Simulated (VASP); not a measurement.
# HfB2 (P3m1) in VASP: single point with PBE+D3(BJ)

Aim: the single point of HfB2 with PBE+D3(BJ).

All numbers are computed with VASP 6.6.1; they aren't measurements. Logs are shortened: lines on timing, memory, paths and dates and some standing lists are left out, and cuts for length are marked.

**1. The cell of the first run**

Symmetry: P3m1, No. 156, trigonal system. The conventional cell has a = 3.133 Å, b = 3.133 Å, c = 3.479 Å, α = 90.00°, β = 90.00°, γ = 120.00°. Within 3.1 Å of Hf (site symmetry 3m) lie 12 B at 2.38 to 2.65 Å. Within 2.4 Å of B (site symmetry 3m) lie 3 B at 1.82 Å and 3 Hf at 2.38 Å. Within 2.4 Å of B (site symmetry 3m) lie 3 B at 1.82 Å.

**2. Single point, PBE+D3(BJ)**

Input file INCAR:

```
PREC = Accurate ; ENCUT = 500
EDIFF = 1E-6 ; ISMEAR = -1
SIGMA = 0.17 ; LREAL = False
LASPH = True ; NELM = 120
ALGO = Normal ; ISIF = 2
LWAVE = False ; LCHARG = False
GGA = PE ; IVDW = 12
NBANDS = 15 ; GGA_COMPAT = False
```

Input file KPOINTS:

```
Automatic mesh
0
Gamma
  9 9 8
```

Input file POSCAR:

```
HfB2
1.0
    3.1326790839      0.0000000000      0.0000000000
   -1.5663395419      2.7129796685      0.0000000000
    0.0000000000      0.0000000000      3.4792139900
Hf B
1 2
Direct
    0.0000000000      0.0000000000      0.0000000000
    0.3333333333      0.6666666667      0.5574842480
    0.6666666667      0.3333333333      0.5000000000
```

Potentials or basis: VASP PAW PBE potentials, release 64 (Hf_pv, B).

Run with:

```
cat potpaw_PBE.64/Hf_pv/POTCAR potpaw_PBE.64/B/POTCAR > POTCAR
mpirun -np 1 vasp_std > vasp.out
```

OUTCAR:

```text
PREC = Accurate
   ENCUT = 500
   EDIFF = 1E-6
   ISMEAR = -1
   LREAL = False
   LASPH = True
   NELM = 120
   ISIF = 2
   GGA = PE
   IVDW = 12
 IVDW          = 12

 ion  position               nearest neighbor table
   1  0.000  0.000  0.000-   2 2.38   2 2.38   2 2.38   3 2.51   3 2.51   3 2.51   3 2.51   3 2.51
                             3 2.51   2 2.65   2 2.65   2 2.65
   2  0.333  0.667  0.557-   3 1.82   3 1.82   3 1.82   1 2.38   1 2.38   1 2.38   1 2.65   1 2.65
                             1 2.65
   3  0.667  0.333  0.500-   2 1.82   2 1.82   2 1.82   1 2.51   1 2.51   1 2.51   1 2.51   1 2.51
                             1 2.51

  LATTYP: Found a hexagonal cell.
 ALAT       =     3.1326790839
 C/A-ratio  =     1.1106193443

  Lattice vectors:

 A1 = (   3.1326790839,   0.0000000000,   0.0000000000)
 A2 = (  -1.5663395419,   2.7129796685,   0.0000000000)
 A3 = (   0.0000000000,   0.0000000000,   3.4792139900)

Analysis of symmetry for initial positions (statically):
=====================================================================
 Subroutine PRICEL returns:
 Original cell was already a primitive cell.

 Routine SETGRP: Setting up the symmetry group for a
 hexagonal supercell.

 Subroutine GETGRP returns: Found  6 space group operations
 (whereof  6 operations were pure point group operations)
 out of a pool of 24 trial point group operations.

The static configuration has the point symmetry C_3v.

Analysis of symmetry for dynamics (positions and initial velocities):
=====================================================================
 Subroutine PRICEL returns:
 Original cell was already a primitive cell.

 Routine SETGRP: Setting up the symmetry group for a
 hexagonal supercell.

 Subroutine GETGRP returns: Found  6 space group operations
 (whereof  6 operations were pure point group operations)
 out of a pool of 24 trial point group operations.

The dynamic configuration has the point symmetry C_3v.

 Subroutine INISYM returns: Found  6 space group operations
 (whereof  6 operations are pure point group operations),
 and found     1 'primitive' translations

----------------------------------------------------------------------------------------

                                     Primitive cell

  volume of cell :      29.5695

  direct lattice vectors                    reciprocal lattice vectors
     3.132679084  0.000000000  0.000000000     0.319215589  0.184299206  0.000000000
    -1.566339542  2.712979669  0.000000000     0.000000000  0.368598413  0.000000000
     0.000000000  0.000000000  3.479213990     0.000000000  0.000000000  0.287421240

  length of vectors
     3.132679084  3.132679084  3.479213990     0.368598413  0.368598413  0.287421240

  position of ions in fractional coordinates (direct lattice)
     0.000000000  0.000000000  0.000000000
     0.333333333  0.666666667  0.557484248
     0.666666667  0.333333333  0.500000000

  ion indices of the primitive-cell ions
   primitive index   ion index
                 1           1
                 2           2
                 3           3

----------------------------------------------------------------------------------------

 KPOINTS: Automatic mesh

Automatic generation of k-mesh.
 Grid dimensions read from file:
 generate k-points for:    9    9    8

 Generating k-lattice:

  Cartesian coordinates                     Fractional coordinates (reciprocal lattice)
     0.035468399  0.020477690  0.000000000     0.111111111  0.000000000  0.000000000
     0.000000000  0.040955379  0.000000000     0.000000000  0.111111111  0.000000000
     0.000000000  0.000000000  0.035927655     0.000000000  0.000000000  0.125000000

  Length of vectors
     0.040955379  0.040955379  0.035927655

  Shift w.r.t. Gamma in fractional coordinates (k-lattice)
     0.000000000  0.000000000  0.000000000

 Subroutine IBZKPT returns following result:
 ===========================================

 Found     81 irreducible k-points:

 Following reciprocal coordinates:
            Coordinates               Weight
  0.000000  0.000000  0.000000      1.000000
  0.111111  0.000000  0.000000      6.000000
  0.222222  0.000000  0.000000      6.000000
  0.333333  0.000000  0.000000      6.000000
  0.444444  0.000000  0.000000      6.000000
  0.111111  0.111111  0.000000      6.000000
[... 16 lines left out ...]
  0.222222  0.111111  0.125000     12.000000
 -0.111111  0.333333  0.125000     12.000000
 [... further k-points ...]
   k-points           NKPTS =     81   k-points in BZ     NKDIM =     81   number of bands    NBANDS=     15
   number of dos      NEDOS =    301   number of ions     NIONS =      3
   total plane-waves  NPLWV =  16128
   dimension x,y,z NGX =    24 NGY =   24 NGZ =   28
   dimension x,y,z NGXF=    48 NGYF=   48 NGZF=   56
   ions per type =               1   2
   NGX,Y,Z   is equivalent  to a cutoff of  12.74, 12.74, 13.38 a.u.
   NGXF,Y,Z  is equivalent  to a cutoff of  25.47, 25.47, 26.76 a.u.
 SYSTEM =  unknown system
   PREC   = accura    normal or accurate (medium, high low for compatibility)
   ISTART =      0    job   : 0-new  1-cont  2-samecut
   ICHARG =      2    charge: 1-file 2-atom 10-const
   ISPIN  =      1    spin polarized calculation?
   LNONCOLLINEAR =      F non collinear calculations
   LSORBIT =      F    spin-orbit coupling
   LASPH  =      T    aspherical Exc in radial PAW
   ENCUT  =  500.0 eV  36.75 Ry    6.06 a.u.   5.71  5.71  6.34*2*pi/ulx,y,z
   NELM   =    120;   NELMIN=  2; NELMDL= -5     # of ELM steps
   EDIFF  = 0.1E-05   stopping-criterion for ELM
   LREAL  =      F    real-space projection
   EDIFFG = 0.1E-04   stopping-criterion for IOM
   NSW    =      0    number of steps for IOM
   IBRION =     -1    ionic relax: 0-MD 1-quasi-New 2-CG
   NFREE  =      0    steps in history (QN), initial steepest desc. (CG)
   ISIF   =      2    stress and relaxation
   ISYM   =      2    0-nonsym 1-usesym 2-fastsym
   POTIM  = 0.5000    time-step for ionic-motion
   TEBEG  =    0.0;   TEEND  =   0.0 temperature during run
   PSTRESS=    0.0 pullay stress
   NELECT =      16.0000    total number of electrons
   NUPDOWN=      -1.0000    fix difference up-down
   EMIN   =  10.00;   EMAX   =-10.00  energy-range for DOS
   EFERMI =   0.00;   METHOD = LEGACY
   ISMEAR =    -1;   SIGMA  =   0.17  broadening in eV -4-tet -1-fermi 0-gaus
   EFERMI_NEDOS =   21; number of points for ismear=-14 and -15
   IALGO  =     38    algorithm
   IMIX   =      4    mixing-type and parameters
     AMIX     =   0.40;   BMIX     =  1.00
     AMIX_MAG =   1.60;   BMIX_MAG =  1.00
  volume/ion in A,a.u.               =       9.86        66.51
  Fermi-wavevector in a.u.,A,eV,Ry     =   1.334034  2.520959 24.213571  1.779647
  Thomas-Fermi vector in A             =   2.462847
   LORBIT       =      0    0 simple, 1 ext, 2 COOP (PROOUT), +10 PAW based schemes
   GGA     = PE    functional components
   LHFCALC =     F    Hartree Fock is set to
   AEXX    =    0.0000 exact exchange contribution
   IVDW    =    12    specifies the selected vdW correction
   LEPSILON=     F    determine dielectric tensor
   LRPA    =     F    only Hartree local field effects (RPA)
 non-spin polarized calculation
  energy-cutoff  :      500.00
  volume of cell :       29.57
 maximum number of plane-waves:       761
 NGX is ok and might be reduce to    24
   NGX = 11   NGY = 11   NGZ = 13

 number of electron      15.9999998 magnetization

 Free energy of the ion-electron system (eV)
  ---------------------------------------------------
  ext. energy  EPLUGINS =         0.00000000
  ---------------------------------------------------
  free energy    TOTEN  =       -26.21058120 eV

  energy without entropy =      -26.18043097  energy(sigma->0) =      -26.19550608

 E-fermi :   7.7169     XC(G=0): -12.6131

 val. band max:        7.6245234650   @ k =   0.1111   0.0000   0.5000
 cond. band min:       7.8671303419   @ k =  -0.1111   0.3333   0.1250
 fundamental gap:      0.2426068769
 Fermi energy:         7.7168997411

 k-point     1 :       0.0000    0.0000    0.0000
  band No.  band energies     occupation
      1     -22.9115      2.00000
      2     -22.3989      2.00000
      3     -22.3989      2.00000
      4      -6.0448      2.00000
      5       4.1751      2.00000
      6       4.7819      2.00000
      7       4.7819      2.00000
      8       5.4266      2.00000
      9      11.4684      0.00000
     10      11.4684      0.00000
     11      12.4869      0.00000
     12      12.4869      0.00000
     13      12.7412      0.00000
     14      13.0469      0.00000
     15      13.0469      0.00000

 k-point     2 :       0.1111    0.0000    0.0000
  band No.  band energies     occupation
      1     -22.8958      2.00000
      2     -22.4967      2.00000
      3     -22.4206      2.00000
      4      -5.7769      2.00000
      5       4.0304      2.00000
      6       4.3125      2.00000
      7       4.7745      2.00000
      8       5.3523      2.00000
      9      10.7587      0.00000
     10      11.1544      0.00000
     11      11.9382      0.00000
     12      12.0425      0.00000
     13      13.4590      0.00000
     14      13.9153      0.00000
     15      14.4899      0.00000
[... 365 lines left out ...]
      3     -22.5417      2.00000
      4      -4.1577      2.00000
      5       1.7064      2.00000
      6       3.2060      2.00000
      7       4.0901      2.00000
      8       6.0872      1.99986
      9       8.6834      0.00677
     10      11.0086      0.00000
     11      12.1604      0.00000
     12      12.5954      0.00000
     13      14.5080      0.00000
     14      15.6464      0.00000
     15      17.1999      0.00000

 k-point    24 :      -0.1111    0.3333    0.1250
  band No.  band energies     occupation
      1     -22.8877      2.00000
      2     -22.8549      2.00000
      3     -22.5418      2.00000
      4      -4.1580      2.00000
      5       1.6194      2.00000
      6       3.3223      2.00000
      7       4.0081      2.00000
      8       6.7099      1.99466
      9       7.8671      0.58482
     10      11.1773      0.00000
     11      11.9727      0.00000
     12      12.9222      0.00000
     13      14.3239      0.00000
     14      15.4091      0.00000
     15      17.3870      0.00000

 [... further k-points ...]

------------------------ aborting loop because EDIFF is reached ----------------------------------------

 Edisp (eV)   -1.09088

 E8    (eV) :    -0.4911

  FORCE on cell =-STRESS in cart. coord.  units (eV):
  Direction    XX          YY          ZZ          XY          YZ          ZX
  --------------------------------------------------------------------------------------
  -------------------------------------------------------------------------------------
  Total      -0.11853    -0.11853    -0.39506    -0.00000     0.00000    -0.00000
  in kB      -6.42247    -6.42247   -21.40561    -0.00000     0.00000    -0.00000
  external pressure =      -11.42 kB  Pullay stress =        0.00 kB

 VOLUME and BASIS-vectors are now :
 -----------------------------------------------------------------------------
  energy-cutoff  :      500.00
  volume of cell :       29.57
      direct lattice vectors                 reciprocal lattice vectors
     3.132679084  0.000000000  0.000000000     0.319215589  0.184299206  0.000000000
    -1.566339542  2.712979669  0.000000000     0.000000000  0.368598413  0.000000000
     0.000000000  0.000000000  3.479213990     0.000000000  0.000000000  0.287421240

 POSITION                                       TOTAL-FORCE (eV/Angst)
 -----------------------------------------------------------------------------------
      0.00000      0.00000      0.00000         0.000000     -0.000000      1.562343
     -0.00000      1.80865      1.93961        -0.000000      0.000000     -1.950894
      1.56634      0.90433      1.73961         0.000000     -0.000000      0.388551
 -----------------------------------------------------------------------------------
    total drift:                               -0.000000     -0.000000     -0.000123

  FREE ENERGIE OF THE ION-ELECTRON SYSTEM (eV)
  ---------------------------------------------------
  free  energy   TOTEN  =       -27.3014566160 eV

  energy  without entropy=      -27.2713063857  energy(sigma->0) =      -27.28638150
```

It took 35 s on 1 thread of AMD EPYC 9R45 (Zen 5), shared host; peak memory 0.14 GiB.

Results:

* Free energy: -27.3015 eV
* Pressure: -1.1 GPa
* Largest force: 1.951 eV/Å
* Band gap on the k mesh: zero (band 8 reaches 8.25 eV, above the bottom of band 9 at 7.87 eV)
* Dispersion energy per atom: -0.364 eV

Forces in eV/Å, atoms in the order of the input:
```
Hf   0.000  0.000  1.562
B    0.000  0.000 -1.951
B    0.000  0.000  0.389
```

Levels at points of the mesh, in eV from the Fermi level:
| k point | band 6 | band 7 | band 8 | band 9 | band 10 | band 11 |
| --- | --- | --- | --- | --- | --- | --- |
| (0.00, 0.00, 0.00) | -2.93 | -2.93 | -2.29 | 3.75 | 3.75 | 4.77 |
| (0.00, 0.00, 0.50) | -1.27 | -1.27 | 0.21 | 0.21 | 1.19 | 1.19 |

Caveat: three body term missing; spin-orbit coupling is left out, which moves the levels of the heavy elements; pairwise dispersion overbinds metals, which lowers pressure and volume; forces of over 1 eV/Å act on the atoms, so gaps and moduli don't describe the material at rest.
